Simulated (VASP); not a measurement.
# Rh (Fm-3m) in VASP: notebook

Rh is run at these levels: PBE; tasks: single point, relaxation of cell and atoms.

Everything below comes from runs of VASP 6.6.1. Logs are shortened: lines on timing, memory, paths and dates and some standing lists are left out, and cuts for length are marked.

## 1. The cell of the first run

Symmetry: Fm-3m, No. 225, cubic system. The conventional cell has a = 3.832 Å, b = 3.832 Å, c = 3.832 Å, α = 90.00°, β = 90.00°, γ = 90.00°. Within 3.6 Å of Rh (site symmetry m-3m) lie 12 Rh at 2.71 Å.

## 2. Single point, PBE

INCAR

```
  PREC = Accurate
  ENCUT = 500
  EDIFF = 1E-6
  ISMEAR = -1
  SIGMA = 0.1
  LREAL = F
  LASPH = T
  NELM = 120
  ALGO = Normal
  ISIF = 2
  LWAVE = F
  LCHARG = F
  GGA = PE
  NBANDS = 14
  GGA_COMPAT = F
```

KPOINTS

```
Automatic mesh
0
Gamma
  20 20 20
```

POSCAR

```
Rh
1.0
    0.0000000000      1.9159492436      1.9159492436
    1.9159492436      0.0000000000      1.9159492436
    1.9159492436      1.9159492436      0.0000000000
Rh
1
Direct
    0.0000000000      0.0000000000      0.0000000000
```

Potentials or basis: VASP PAW PBE potentials, release 64 (Rh_pv).

Run with:

```sh
$ cat potpaw_PBE.64/Rh_pv/POTCAR > POTCAR
$ mpirun -np 1 vasp_std > vasp.out
```

OUTCAR:

```text
PREC = Accurate
   ENCUT = 500
   EDIFF = 1E-6
   ISMEAR = -1
   LREAL = F
   LASPH = T
   NELM = 120
   ISIF = 2
   GGA = PE

 ion  position               nearest neighbor table
   1  0.000  0.000  0.000-

  LATTYP: Found a face centered cubic cell.
 ALAT       =     3.8318984872

  Lattice vectors:

 A1 = (   0.0000000000,   1.9159492436,   1.9159492436)
 A2 = (   1.9159492436,   0.0000000000,   1.9159492436)
 A3 = (   1.9159492436,   1.9159492436,   0.0000000000)

Analysis of symmetry for initial positions (statically):
=====================================================================
 Subroutine PRICEL returns:
 Original cell was already a primitive cell.

 Routine SETGRP: Setting up the symmetry group for a
 face centered cubic supercell.

 Subroutine GETGRP returns: Found 48 space group operations
 (whereof 48 operations were pure point group operations)
 out of a pool of 48 trial point group operations.

The static configuration has the point symmetry O_h .

Analysis of symmetry for dynamics (positions and initial velocities):
=====================================================================
 Subroutine PRICEL returns:
 Original cell was already a primitive cell.

 Routine SETGRP: Setting up the symmetry group for a
 face centered cubic supercell.

 Subroutine GETGRP returns: Found 48 space group operations
 (whereof 48 operations were pure point group operations)
 out of a pool of 48 trial point group operations.

The dynamic configuration has the point symmetry O_h .

 Subroutine INISYM returns: Found 48 space group operations
 (whereof 48 operations are pure point group operations),
 and found     1 'primitive' translations

----------------------------------------------------------------------------------------

                                     Primitive cell

  volume of cell :      14.0664

  direct lattice vectors                    reciprocal lattice vectors
     0.000000000  1.915949244  1.915949244    -0.260967247  0.260967247  0.260967247
     1.915949244  0.000000000  1.915949244     0.260967247 -0.260967247  0.260967247
     1.915949244  1.915949244  0.000000000     0.260967247  0.260967247 -0.260967247

  length of vectors
     2.709561405  2.709561405  2.709561405     0.452008531  0.452008531  0.452008531

  position of ions in fractional coordinates (direct lattice)
     0.000000000  0.000000000  0.000000000

  ion indices of the primitive-cell ions
   primitive index   ion index
                 1           1

----------------------------------------------------------------------------------------

 KPOINTS: Automatic mesh

Automatic generation of k-mesh.
 Grid dimensions read from file:
 generate k-points for:   20   20   20

 Generating k-lattice:

  Cartesian coordinates                     Fractional coordinates (reciprocal lattice)
    -0.013048362  0.013048362  0.013048362     0.050000000  0.000000000  0.000000000
     0.013048362 -0.013048362  0.013048362     0.000000000  0.050000000  0.000000000
     0.013048362  0.013048362 -0.013048362     0.000000000  0.000000000  0.050000000

  Length of vectors
     0.022600427  0.022600427  0.022600427

  Shift w.r.t. Gamma in fractional coordinates (k-lattice)
     0.000000000  0.000000000  0.000000000

 Subroutine IBZKPT returns following result:
 ===========================================

 Found    256 irreducible k-points:

 Following reciprocal coordinates:
            Coordinates               Weight
  0.000000  0.000000  0.000000      1.000000
  0.050000  0.000000  0.000000      8.000000
  0.100000  0.000000  0.000000      8.000000
  0.150000  0.000000  0.000000      8.000000
  0.200000  0.000000  0.000000      8.000000
  0.250000  0.000000  0.000000      8.000000
[... 16 lines left out ...]
 -0.400000  0.050000  0.000000     24.000000
 -0.350000  0.050000  0.000000     24.000000
 [... further k-points ...]
   k-points           NKPTS =    256   k-points in BZ     NKDIM =    256   number of bands    NBANDS=     14
   number of dos      NEDOS =    301   number of ions     NIONS =      1
   total plane-waves  NPLWV =   8000
   dimension x,y,z NGX =    20 NGY =   20 NGZ =   20
   dimension x,y,z NGXF=    40 NGYF=   40 NGZF=   40
   ions per type =               1
   NGX,Y,Z   is equivalent  to a cutoff of  12.27, 12.27, 12.27 a.u.
   NGXF,Y,Z  is equivalent  to a cutoff of  24.54, 24.54, 24.54 a.u.
 SYSTEM =  unknown system
   PREC   = accura    normal or accurate (medium, high low for compatibility)
   ISTART =      0    job   : 0-new  1-cont  2-samecut
   ICHARG =      2    charge: 1-file 2-atom 10-const
   ISPIN  =      1    spin polarized calculation?
   LNONCOLLINEAR =      F non collinear calculations
   LSORBIT =      F    spin-orbit coupling
   LASPH  =      T    aspherical Exc in radial PAW
   ENCUT  =  500.0 eV  36.75 Ry    6.06 a.u.   4.94  4.94  4.94*2*pi/ulx,y,z
   NELM   =    120;   NELMIN=  2; NELMDL= -5     # of ELM steps
   EDIFF  = 0.1E-05   stopping-criterion for ELM
   LREAL  =      F    real-space projection
   EDIFFG = 0.1E-04   stopping-criterion for IOM
   NSW    =      0    number of steps for IOM
   IBRION =     -1    ionic relax: 0-MD 1-quasi-New 2-CG
   NFREE  =      0    steps in history (QN), initial steepest desc. (CG)
   ISIF   =      2    stress and relaxation
   ISYM   =      2    0-nonsym 1-usesym 2-fastsym
   POTIM  = 0.5000    time-step for ionic-motion
   TEBEG  =    0.0;   TEEND  =   0.0 temperature during run
   PSTRESS=    0.0 pullay stress
   NELECT =      15.0000    total number of electrons
   NUPDOWN=      -1.0000    fix difference up-down
   EMIN   =  10.00;   EMAX   =-10.00  energy-range for DOS
   EFERMI =   0.00;   METHOD = LEGACY
   ISMEAR =    -1;   SIGMA  =   0.10  broadening in eV -4-tet -1-fermi 0-gaus
   EFERMI_NEDOS =   21; number of points for ismear=-14 and -15
   IALGO  =     38    algorithm
   IMIX   =      4    mixing-type and parameters
     AMIX     =   0.40;   BMIX     =  1.00
     AMIX_MAG =   1.60;   BMIX_MAG =  1.00
  volume/ion in A,a.u.               =      14.07        94.92
  Fermi-wavevector in a.u.,A,eV,Ry     =   1.672545  3.160653 38.061049  2.797408
  Thomas-Fermi vector in A             =   2.757674
   LORBIT       =      0    0 simple, 1 ext, 2 COOP (PROOUT), +10 PAW based schemes
   GGA     = PE    functional components
   LHFCALC =     F    Hartree Fock is set to
   AEXX    =    0.0000 exact exchange contribution
   IVDW    =     0    specifies the selected vdW correction
   LEPSILON=     F    determine dielectric tensor
   LRPA    =     F    only Hartree local field effects (RPA)
 non-spin polarized calculation
  energy-cutoff  :      500.00
  volume of cell :       14.07
 maximum number of plane-waves:       369
   NGX =  9   NGY =  9   NGZ =  9

 number of electron      15.0000003 magnetization

 Free energy of the ion-electron system (eV)
  ---------------------------------------------------
  ext. energy  EPLUGINS =         0.00000000
  ---------------------------------------------------
  free energy    TOTEN  =        -7.28106140 eV

  energy without entropy =       -7.23539297  energy(sigma->0) =       -7.25822718

 E-fermi :  11.4819     XC(G=0): -13.8843

 val. band max:       11.4811862042   @ k =  -0.3000   0.2500   0.1000
 cond. band min:      11.4877990168   @ k =   0.3500   0.1000   0.0000
 fundamental gap:      0.0066128126
 Fermi energy:        11.4819466460

 k-point     1 :       0.0000    0.0000    0.0000
  band No.  band energies     occupation
      1     -34.8466      2.00000
      2     -34.8466      2.00000
      3     -34.8466      2.00000
      4       3.6982      2.00000
      5       8.5218      2.00000
      6       8.5218      2.00000
      7       8.5218      2.00000
      8      10.5329      1.99985
      9      10.5329      1.99985
     10      27.4991      0.00000
     11      32.0958      0.00000
     12      32.8300      0.00000
     13      32.8300      0.00000
     14      32.8300      0.00000

 k-point     2 :       0.0500    0.0000    0.0000
  band No.  band energies     occupation
      1     -34.8637      2.00000
      2     -34.8489      2.00000
      3     -34.8489      2.00000
      4       3.7973      2.00000
      5       8.4782      2.00000
      6       8.5604      2.00000
      7       8.5604      2.00000
      8      10.5113      1.99988
      9      10.5113      1.99988
     10      27.6401      0.00000
     11      32.0923      0.00000
     12      32.2527      0.00000
     13      32.9717      0.00000
     14      32.9717      0.00000

 k-point     3 :       0.1000    0.0000    0.0000
  band No.  band energies     occupation
      1     -34.9132      2.00000
      2     -34.8556      2.00000
      3     -34.8556      2.00000
      4       4.0844      2.00000
      5       8.3648      2.00000
      6       8.6642      2.00000
      7       8.6642      2.00000
      8      10.4612      1.99993
      9      10.4612      1.99993
     10      28.0240      0.00000
     11      30.9888      0.00000
     12      32.0977      0.00000
     13      33.3854      0.00000
     14      33.3854      0.00000
[... 324 lines left out ...]
 k-point    23 :      -0.4000    0.0500    0.0000
  band No.  band energies     occupation
      1     -35.4741      2.00000
      2     -34.9507      2.00000
      3     -34.9326      2.00000
      4       5.6947      2.00000
      5       8.4720      2.00000
      6       8.5675      2.00000
      7      10.7328      1.99889
      8      11.6701      0.26441
      9      12.5540      0.00004
     10      21.1545      0.00000
     11      27.4078      0.00000
     12      32.0948      0.00000
     13      32.4075      0.00000
     14      33.4626      0.00000

 k-point    24 :      -0.3500    0.0500    0.0000
  band No.  band energies     occupation
      1     -35.4105      2.00000
      2     -34.9435      2.00000
      3     -34.9210      2.00000
      4       5.7616      2.00000
      5       8.5820      2.00000
      6       8.6636      2.00000
      7       9.9488      2.00000
      8      11.3047      1.70956
      9      12.0344      0.00794
     10      22.6529      0.00000
     11      27.8497      0.00000
     12      32.0956      0.00000
     13      32.9671      0.00000
     14      34.5732      0.00000

 [... further k-points ...]
[... 5 lines left out ...]
  --------------------------------------------------------------------------------------
  -------------------------------------------------------------------------------------
  Total        0.0079826      0.0079826      0.0079826     -0.0000000      0.0000000     -0.0000000
  in kB        0.9092323      0.9092323      0.9092323     -0.0000000      0.0000000     -0.0000000
  external PRESSURE =       0.9092323 kB  Pullay stress =       0.0000000 kB

 VOLUME and BASIS-vectors are now :
 -----------------------------------------------------------------------------
  energy-cutoff  :      500.00
  volume of cell :       14.07
      direct lattice vectors                 reciprocal lattice vectors
     0.000000000  1.915949244  1.915949244    -0.260967247  0.260967247  0.260967247
     1.915949244  0.000000000  1.915949244     0.260967247 -0.260967247  0.260967247
     1.915949244  1.915949244  0.000000000     0.260967247  0.260967247 -0.260967247

 POSITION                                       TOTAL-FORCE (eV/Angst)
 -----------------------------------------------------------------------------------
      0.00000      0.00000      0.00000         0.000000      0.000000     -0.000000
 -----------------------------------------------------------------------------------
    total drift:                                0.000000     -0.000000     -0.000000

  FREE ENERGIE OF THE ION-ELECTRON SYSTEM (eV)
  ---------------------------------------------------
  free  energy   TOTEN  =        -7.2810613952 eV

  energy  without entropy=       -7.2353929714  energy(sigma->0) =       -7.25822718
```

Wall time 16 s (1 thread of Intel Xeon 6975P-C (Granite Rapids), shared host); peak memory 0.16 GiB.

What came out:

```yaml
Free_energy: -7.2811 eV
Pressure: 0.1 GPa
Band_gap_on_the_k_mesh: zero (an odd number of electrons rules out a gap without spin polarisation)
```

## 3. Relaxation of cell and atoms, PBE

This run uses another cell than the first one, of 13.67 Å³/atom.

INCAR

```
SYSTEM = Rh
PREC = Accurate
ENCUT = 500
EDIFF = 1E-7
ISMEAR = -1
SIGMA = 0.1
LREAL = .False.
LASPH = .True.
NELM = 120
ALGO = Normal
ISIF = 3
LWAVE = .False.
LCHARG = .False.
GGA = PE
IBRION = 2
NSW = 80
EDIFFG = -0.01
GGA_COMPAT = .False.
NELMIN = 4
```

KPOINTS

```
Automatic mesh
0
Gamma
  20 20 20
  0 0 0
```

POSCAR

```
Rh
1.0
    0.0000000000      1.8978500000      1.8978500000
    1.8978500000      0.0000000000      1.8978500000
    1.8978500000      1.8978500000      0.0000000000
Rh
1
Direct
    0.0000000000      0.0000000000      0.0000000000
```

Potentials or basis: VASP PAW PBE potentials, release 64 (Rh_pv).

Run with:

```sh
$ cat potpaw_PBE.64/Rh_pv/POTCAR > POTCAR
$ mpirun -np 1 vasp_std > vasp.out
```

OUTCAR:

```text
SYSTEM = Rh
   PREC = Accurate
   ENCUT = 500
   EDIFF = 1E-7
   ISMEAR = -1
   LREAL = .False.
   LASPH = .True.
   NELM = 120
   ISIF = 3
   GGA = PE
   IBRION = 2
   NSW = 80
   EDIFFG = -0.01
   NELMIN = 4

 ion  position               nearest neighbor table
   1  0.000  0.000  0.000-

  LATTYP: Found a face centered cubic cell.
 ALAT       =     3.7957000000

  Lattice vectors:

 A1 = (   0.0000000000,   1.8978500000,   1.8978500000)
 A2 = (   1.8978500000,   0.0000000000,   1.8978500000)
 A3 = (   1.8978500000,   1.8978500000,   0.0000000000)

Analysis of symmetry for initial positions (statically):
=====================================================================
 Subroutine PRICEL returns:
[... 285 lines left out ...]

 val. band max:       11.4728464942   @ k =  -0.3000   0.2500   0.1000
 cond. band min:      11.4795302887   @ k =   0.3500   0.1000   0.0000
 fundamental gap:      0.0066837946
 Fermi energy:        11.4735888929

 k-point     1 :       0.0000    0.0000    0.0000
  band No.  band energies     occupation
      1     -34.8542      2.00000
      2     -34.8542      2.00000
      3     -34.8542      2.00000
      4       3.6932      2.00000
      5       8.5156      2.00000
      6       8.5156      2.00000
      7       8.5156      2.00000
      8      10.5252      1.99985
      9      10.5252      1.99985
     10      27.4912      0.00000
     11      32.0891      0.00000
[... 309 lines left out ...]
 k-point    24 :      -0.3500    0.0500    0.0000
  band No.  band energies     occupation
      1     -35.4172      2.00000
      2     -34.9509      2.00000
      3     -34.9286      2.00000
      4       5.7568      2.00000
      5       8.5759      2.00000
      6       8.6574      2.00000
      7       9.9415      2.00000
      8      11.2965      1.70919
      9      12.0257      0.00797
     10      22.6400      0.00000
     11      27.8405      0.00000

 [... further k-points ...]
[... 5 lines left out ...]
  --------------------------------------------------------------------------------------
  -------------------------------------------------------------------------------------
  Total       -0.0006305     -0.0006305     -0.0006305      0.0000000      0.0000000      0.0000000
  in kB       -0.0717804     -0.0717804     -0.0717804      0.0000000      0.0000000      0.0000000
  external PRESSURE =      -0.0717804 kB  Pullay stress =       0.0000000 kB
[... 16 lines left out ...]
  FREE ENERGIE OF THE ION-ELECTRON SYSTEM (eV)
  ---------------------------------------------------
  free  energy   TOTEN  =        -7.2809366020 eV

  energy  without entropy=       -7.2352268918  energy(sigma->0) =       -7.25808175

 reached required accuracy - stopping structural energy minimisation
```

It took 43 s on 1 thread of Intel Xeon 6975P-C (Granite Rapids), shared host; peak memory 0.15 GiB.

What came out:

```
Free energy                           : -7.2809 eV
Relaxed volume                        : 14.07 Å³/atom
Relaxed cell                          : a = 2.710 Å, b = 2.710 Å, c = 2.710 Å, α = 60.00°, β = 60.00°, γ = 60.00°
Space group after relaxing (to 0.1 Å) : Fm-3m (No. 225)
Energy gained by relaxing             : 9.6 meV/atom
Ionic steps                           : 4
Pressure after relaxing               : 0.0 GPa
Band gap on the k mesh                : zero (an odd number of electrons rules out a gap without spin polarisation)
```

The path:
```
step  energy change (eV)  largest force (eV/Å)  pressure (GPa)  volume (Å³)
   1              0.0000                0.0000            7.92        13.67
   2              0.0375                0.0000          -14.37        15.05
   3             -0.0096                0.0000           -0.17        14.08
   4             -0.0096                0.0000           -0.01        14.07
```

Final structure:
```
CELL_PARAMETERS angstrom
0.00000 1.91625 1.91625
1.91625 0.00000 1.91625
1.91625 1.91625 0.00000
ATOMIC_POSITIONS crystal
Rh 0.00000 0.00000 0.00000
```

Levels at points of the mesh, in eV from the Fermi level:
| k point | band 4 | band 5 | band 6 | band 7 | band 8 | band 9 | band 10 | band 11 |
| --- | --- | --- | --- | --- | --- | --- | --- | --- |
| (0.00, 0.00, 0.00) | -7.78 | -2.96 | -2.96 | -2.96 | -0.95 | -0.95 | 16.02 | 20.62 |
| (0.50, 0.00, 0.00) | -5.92 | -3.03 | -3.03 | 0.56 | 0.56 | 0.77 | 8.41 | 15.51 |
| (0.50, 0.50, 0.00) | -6.09 | -5.73 | 0.53 | 0.96 | 0.96 | 3.24 | 11.99 | 13.19 |
